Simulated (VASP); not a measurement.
# GaN (F-43m) in VASP: further runs

Runs on GaN. Level: LDA. Tasks: elastic constants.

Program: VASP 6.6.1. These are calculated values, not measurements. Logs are shortened: lines on timing, memory, paths and dates and some standing lists are left out, and cuts for length are marked.

## Step 1: The cell of the first run

It takes space group F-43m (No. 216, cubic). Conventional cell: a = 4.455 Å, b = 4.455 Å, c = 4.455 Å, α = 90.00°, β = 90.00°, γ = 90.00°. Within 2.6 Å of Ga (site symmetry -43m) lie 4 N at 1.93 Å. N (site symmetry -43m) has 4 Ga at 1.93 Å within 2.6 Å.

## Step 2: Elastic constants, LDA

Contents of INCAR:

```
ALGO = Normal
EDIFF = 1E-8
ENCUT = 600
IBRION = 6
ISIF = 3
ISMEAR = 0
LASPH = True
LCHARG = False
LREAL = False
LWAVE = False
NBANDS = 16
NELM = 100
NFREE = 2
NSW = 1
POTIM = 0.015
PREC = Accurate
SIGMA = 0.01
```

Contents of KPOINTS:

```
k-points
0
Gamma
  8 8 8
```

Contents of POSCAR:

```
GaN
1.0
    0.0000000000      2.2277052402      2.2277052402
    2.2277052402      0.0000000000      2.2277052402
    2.2277052402      2.2277052402      0.0000000000
Ga N
1 1
Direct
    0.0000000000      0.0000000000      0.0000000000
    0.2500000000      0.2500000000      0.2500000000
```

Potentials or basis: VASP PAW LDA potentials, release 64 (Ga_d, N).

On the command line:

```sh
$ cat potpaw_LDA.64/Ga_d/POTCAR potpaw_LDA.64/N/POTCAR > POTCAR
$ mpirun -np 1 vasp_std > vasp.out
```

OUTCAR:

```text
EDIFF = 1E-8
   ENCUT = 600
   IBRION = 6
   ISIF = 3
   ISMEAR = 0
   LASPH = True
   LREAL = False
   NELM = 100
   NFREE = 2
   NSW = 1
   POTIM = 0.015
   PREC = Accurate

 ion  position               nearest neighbor table
   1  0.000  0.000  0.000-   2 1.93   2 1.93   2 1.93   2 1.93
   2  0.250  0.250  0.250-   1 1.93   1 1.93   1 1.93   1 1.93

  LATTYP: Found a face centered cubic cell.
 ALAT       =     4.4554104804

  Lattice vectors:

 A1 = (   0.0000000000,   2.2277052402,   2.2277052402)
 A2 = (   2.2277052402,   0.0000000000,   2.2277052402)
 A3 = (   2.2277052402,   2.2277052402,   0.0000000000)

Analysis of symmetry for initial positions (statically):
=====================================================================
 Subroutine PRICEL returns:
 Original cell was already a primitive cell.

 Routine SETGRP: Setting up the symmetry group for a
 face centered cubic supercell.

 Subroutine GETGRP returns: Found 24 space group operations
 (whereof 24 operations were pure point group operations)
 out of a pool of 48 trial point group operations.

The static configuration has the point symmetry T_d .

Analysis of symmetry for dynamics (positions and initial velocities):
=====================================================================
 Subroutine PRICEL returns:
 Original cell was already a primitive cell.

 Routine SETGRP: Setting up the symmetry group for a
 face centered cubic supercell.

 Subroutine GETGRP returns: Found 24 space group operations
 (whereof 24 operations were pure point group operations)
 out of a pool of 48 trial point group operations.

The dynamic configuration has the point symmetry T_d .

 Subroutine INISYM returns: Found 24 space group operations
 (whereof 24 operations are pure point group operations),
 and found     1 'primitive' translations

----------------------------------------------------------------------------------------

                                     Primitive cell

  volume of cell :      22.1107

  direct lattice vectors                    reciprocal lattice vectors
     0.000000000  2.227705240  2.227705240    -0.224446211  0.224446211  0.224446211
     2.227705240  0.000000000  2.227705240     0.224446211 -0.224446211  0.224446211
     2.227705240  2.227705240  0.000000000     0.224446211  0.224446211 -0.224446211

  length of vectors
     3.150450964  3.150450964  3.150450964     0.388752241  0.388752241  0.388752241

  position of ions in fractional coordinates (direct lattice)
     0.000000000  0.000000000  0.000000000
     0.250000000  0.250000000  0.250000000

  ion indices of the primitive-cell ions
   primitive index   ion index
                 1           1
                 2           2

----------------------------------------------------------------------------------------

 KPOINTS: k-points

Automatic generation of k-mesh.
 Grid dimensions read from file:
 generate k-points for:    8    8    8

 Generating k-lattice:

  Cartesian coordinates                     Fractional coordinates (reciprocal lattice)
    -0.028055776  0.028055776  0.028055776     0.125000000  0.000000000  0.000000000
     0.028055776 -0.028055776  0.028055776     0.000000000  0.125000000  0.000000000
     0.028055776  0.028055776 -0.028055776     0.000000000  0.000000000  0.125000000

  Length of vectors
     0.048594030  0.048594030  0.048594030

  Shift w.r.t. Gamma in fractional coordinates (k-lattice)
     0.000000000  0.000000000  0.000000000

 Subroutine IBZKPT returns following result:
 ===========================================

 Found     29 irreducible k-points:

 Following reciprocal coordinates:
            Coordinates               Weight
  0.000000  0.000000  0.000000      1.000000
  0.125000  0.000000  0.000000      8.000000
  0.250000  0.000000  0.000000      8.000000
  0.375000  0.000000  0.000000      8.000000
  0.500000  0.000000  0.000000      4.000000
  0.125000  0.125000  0.000000      6.000000
[... 16 lines left out ...]
  0.500000  0.250000  0.125000     48.000000
 -0.375000  0.250000  0.125000     24.000000
 [... further k-points ...]
   k-points           NKPTS =     29   k-points in BZ     NKDIM =     29   number of bands    NBANDS=     16
[... 32 lines left out ...]
   ISMEAR =     0;   SIGMA  =   0.01  broadening in eV -4-tet -1-fermi 0-gaus
   EFERMI_NEDOS =   21; number of points for ismear=-14 and -15
   IALGO  =     38    algorithm
   IMIX   =      4    mixing-type and parameters
     AMIX     =   0.40;   BMIX     =  1.00
     AMIX_MAG =   1.60;   BMIX_MAG =  1.00
  volume/ion in A,a.u.               =      11.06        74.61
  Fermi-wavevector in a.u.,A,eV,Ry     =   1.528614  2.888662 31.792216  2.336662
  Thomas-Fermi vector in A             =   2.636349
   LORBIT       =      0    0 simple, 1 ext, 2 COOP (PROOUT), +10 PAW based schemes
   GGA     = CA    functional components
   LHFCALC =     F    Hartree Fock is set to
   AEXX    =    0.0000 exact exchange contribution
   IVDW    =     0    specifies the selected vdW correction
   LEPSILON=     F    determine dielectric tensor
   LRPA    =     F    only Hartree local field effects (RPA)
 finite differences with symmetry
 non-spin polarized calculation
 Gauss-broadening in eV      SIGMA  =   0.01
  energy-cutoff  :      600.00
  volume of cell :       22.11
 maximum number of plane-waves:       754
 NGX is ok and might be reduce to    28
   NGX = 13   NGY = 13   NGZ = 13

--------------------------------------- Ionic step        1  -------------------------------------------

 number of electron      18.0000001 magnetization

 Free energy of the ion-electron system (eV)
  ---------------------------------------------------
  ext. energy  EPLUGINS =         0.00000000
  ---------------------------------------------------
  free energy    TOTEN  =       -13.94373176 eV

  energy without entropy =      -13.94373176  energy(sigma->0) =      -13.94373176

------------------------ aborting loop because EDIFF is reached ----------------------------------------

  FORCE on cell =-STRESS in cart. coord.  units (eV):
  Direction    XX          YY          ZZ          XY          YZ          ZX
  --------------------------------------------------------------------------------------
  -------------------------------------------------------------------------------------
  Total        0.1370746      0.1370746      0.1370746     -0.0000000      0.0000000      0.0000000
  in kB        9.9326322      9.9326322      9.9326322     -0.0000000      0.0000000      0.0000000
  external PRESSURE =       9.9326322 kB  Pullay stress =       0.0000000 kB
[... 89 lines left out ...]
  FREE ENERGIE OF THE ION-ELECTRON SYSTEM (eV)
  ---------------------------------------------------
  free  energy   TOTEN  =       -13.9371134090 eV

  energy  without entropy=      -13.9371134090  energy(sigma->0) =      -13.93711341

[... ionic steps 4 to 14 ...]

--------------------------------------- Ionic step       15  -------------------------------------------

 number of electron      18.0000001 magnetization

------------------------ aborting loop because EDIFF is reached ----------------------------------------
[... 67 lines left out ...]
--------------------------------------- Ionic step       17  -------------------------------------------

 number of electron      18.0000000 magnetization

 Free energy of the ion-electron system (eV)
  ---------------------------------------------------
  ext. energy  EPLUGINS =         0.00000000
  ---------------------------------------------------
  free energy    TOTEN  =       -13.94223268 eV

  energy without entropy =      -13.94223268  energy(sigma->0) =      -13.94223268

 E-fermi :   5.4937     XC(G=0): -12.3036

 val. band max:        5.4483289213   @ k =   0.0000   0.0000   0.0000
 cond. band min:       7.3911900137   @ k =   0.0000   0.0000   0.0000
 fundamental gap:      1.9428610924
 Fermi energy:         5.4937357011

 k-point     1 :       0.0000    0.0000    0.0000
  band No.  band energies     occupation
      1     -10.6894      2.00000
      2      -8.1782      2.00000
      3      -8.1717      2.00000
      4      -8.1665      2.00000
      5      -7.8181      2.00000
      6      -7.8180      2.00000
[... 433 lines left out ...]
      3      -7.9873      2.00000
      4      -7.8415      2.00000
      5      -7.7817      2.00000
      6      -6.0887      2.00000
[... 8 lines left out ...]
     15      24.3894      0.00000
     16      26.7505      0.00000

 [... further k-points ...]

------------------------ aborting loop because EDIFF is reached ----------------------------------------

  FORCE on cell =-STRESS in cart. coord.  units (eV):
  Direction    XX          YY          ZZ          XY          YZ          ZX
  --------------------------------------------------------------------------------------
  -------------------------------------------------------------------------------------
  Total        0.1373043      0.1420957      0.1420957      0.0000000      0.1417601      0.0000000
  in kB        9.9492750     10.2964710     10.2964710      0.0000000     10.2721496      0.0000000
  external PRESSURE =      10.1807390 kB  Pullay stress =       0.0000000 kB
[... 17 lines left out ...]
  FREE ENERGIE OF THE ION-ELECTRON SYSTEM (eV)
  ---------------------------------------------------
  free  energy   TOTEN  =       -13.9422326837 eV

  energy  without entropy=      -13.9422326837  energy(sigma->0) =      -13.94223268

 INTERNAL STRAIN TENSORS FROM STRAINED CELLS
 ============================================

 INTERNAL STRAIN TENSOR FOR ION    1 for displacements in x,y,z  (eV/Angst):
          X           Y           Z          XY          YZ          ZX
  --------------------------------------------------------------------------------
  x     0.00000    -0.00000     0.00000    -0.00000     9.43131    -0.00000
  y    -0.00000    -0.00000     0.00000    -0.00000    -0.00000     9.43114
  z     0.00000    -0.00000     0.00000     9.43154    -0.00000    -0.00000

 INTERNAL STRAIN TENSORS FROM DISPLACED ATOMS
 ============================================

 INTERNAL STRAIN TENSOR FOR ION    1 for displacements in x,y,z  (eV/Angst):
          X           Y           Z          XY          YZ          ZX
  --------------------------------------------------------------------------------
  x    -0.00000     0.00000     0.00000     0.00000     9.43006     0.00000
  y    -0.00000    -0.00000    -0.00000     0.00000     0.00000     9.43006
  z     0.00000     0.00000    -0.00000     9.43006     0.00000     0.00000

 INTERNAL STRAIN TENSOR FOR ION    2 for displacements in x,y,z  (eV/Angst):
          X           Y           Z          XY          YZ          ZX
  --------------------------------------------------------------------------------
  x    -0.00000     0.00000     0.00000     0.00000    -9.44187     0.00000
  y    -0.00000     0.00000    -0.00000     0.00000     0.00000    -9.44187
  z     0.00000     0.00000    -0.00000    -9.44187     0.00000     0.00000

 Eigenvectors and eigenvalues of the dynamical matrix
 ----------------------------------------------------

   1 f  =   16.711221 THz   104.999699 2PiTHz  557.426334 cm-1    69.112026 meV
             X         Y         Z           dx          dy          dz
      0.000000  0.000000  0.000000     0.001123    0.018214    0.408545
      1.113853  1.113853  1.113853    -0.002505   -0.040643   -0.911647
[... 21 lines left out ...]
   6 f/i=    0.000304 THz     0.001913 2PiTHz    0.010157 cm-1     0.001259 meV
             X         Y         Z           dx          dy          dz
      0.000000  0.000000  0.000000     0.309651   -0.857884   -0.030163
      1.113853  1.113853  1.113853     0.138767   -0.384451   -0.013517

--------------------------------------------------------------------------------------------------------

 ELASTIC MODULI CONTR FROM IONIC RELAXATION (kBar)
 Direction    XX          YY          ZZ          XY          YZ          ZX
 --------------------------------------------------------------------------------
 XX          -0.0000     -0.0000      0.0000     -0.0000      0.0000      0.0000
 YY          -0.0000     -0.0000     -0.0000     -0.0000     -0.0000      0.0000
 ZZ           0.0000     -0.0000     -0.0000      0.0000     -0.0000      0.0000
 XY          -0.0000     -0.0000      0.0000   -484.2458      0.0000      0.0000
 YZ           0.0000     -0.0000     -0.0000      0.0000   -484.2458      0.0000
 ZX           0.0000      0.0000      0.0000      0.0000      0.0000   -484.2458
 --------------------------------------------------------------------------------

 TOTAL ELASTIC MODULI (kBar)
 Direction    XX          YY          ZZ          XY          YZ          ZX
 --------------------------------------------------------------------------------
 XX        2891.0881   1612.8218   1612.8218     -0.0000      0.0000      0.0000
 YY        1612.8218   2891.0881   1612.8218      0.0000      0.0000     -0.0000
 ZZ        1612.8218   1612.8218   2891.0881      0.0000     -0.0000      0.0000
 XY          -0.0000      0.0000      0.0000   1611.3938      0.0000      0.0000
 YZ           0.0000      0.0000     -0.0000      0.0000   1611.3938      0.0000
 ZX           0.0000     -0.0000      0.0000      0.0000      0.0000   1611.3938
 --------------------------------------------------------------------------------
```

Run time: 14 min. Hardware: 1 thread of AMD EPYC 7R43 (Zen 3), shared host; peak memory 0.21 GiB.

What came out:

* Elastic constants C11, C12, C44: 289, 161, 161 GPa
* Voigt bulk modulus: 204 GPa
* Highest phonon frequency at Γ, LO-TO splitting left out: 557 cm⁻¹

Phonon frequencies in cm⁻¹ (negative: imaginary):
```
              q point        frequencies
(0.000, 0.000, 0.000)  0 0 0 557 557 557
```

Elastic tensor in Voigt notation (GPa, in the Cartesian axes of the cell as first typed):
```
289 161 161   0   0   0
161 289 161   0   0   0
161 161 289   0   0   0
  0   0   0 161   0   0
  0   0   0   0 161   0
  0   0   0   0   0 161
```

Clamped-ion elastic tensor (GPa):
```
289 161 161   0   0   0
161 289 161   0   0   0
161 161 289   0   0   0
  0   0   0 210   0   0
  0   0   0   0 210   0
  0   0   0   0   0 210
```

## Step 3: Elastic constants, LDA

Contents of INCAR:

```
PREC = Accurate
ENCUT = 600
EDIFF = 1E-8
ISMEAR = 0
SIGMA = 0.01
LREAL = F
LASPH = T
NELM = 80
ALGO = Normal
ISIF = 3
LWAVE = F
LCHARG = F
GGA = CA
NBANDS = 16
IBRION = 6
NFREE = 2
POTIM = 0.015
NSW = 1
```

Contents of KPOINTS:

```
regular mesh
0
Gamma
  8 8 8
```

POSCAR is that of step 2.

Potentials or basis: VASP PAW LDA potentials, release 64 (Ga_d, N).

On the command line:

```sh
$ cat potpaw_LDA.64/Ga_d/POTCAR potpaw_LDA.64/N/POTCAR > POTCAR
$ mpirun -np 1 vasp_std > vasp.out
```

Run time: 14 min. Hardware: 1 thread of AMD EPYC 7R43 (Zen 3), shared host; peak memory 0.21 GiB.

Results (log left out):

| Item | Value |
| --- | --- |
| Elastic constants C11, C12, C44 | 289, 161, 161 GPa |
| Voigt bulk modulus | 204 GPa |
| Highest phonon frequency at Γ, LO-TO splitting left out | 557 cm⁻¹ |

Phonon frequencies in cm⁻¹ (negative: imaginary):
| q point | frequencies |
| --- | --- |
| (0.000, 0.000, 0.000) | 0 0 0 557 557 557 |

Elastic tensor in Voigt notation (GPa, in the Cartesian axes of the cell as first typed):
```
289 161 161   0   0   0
161 289 161   0   0   0
161 161 289   0   0   0
  0   0   0 161   0   0
  0   0   0   0 161   0
  0   0   0   0   0 161
```

Clamped-ion elastic tensor (GPa):
```
289 161 161   0   0   0
161 289 161   0   0   0
161 161 289   0   0   0
  0   0   0 210   0   0
  0   0   0   0 210   0
  0   0   0   0   0 210
```
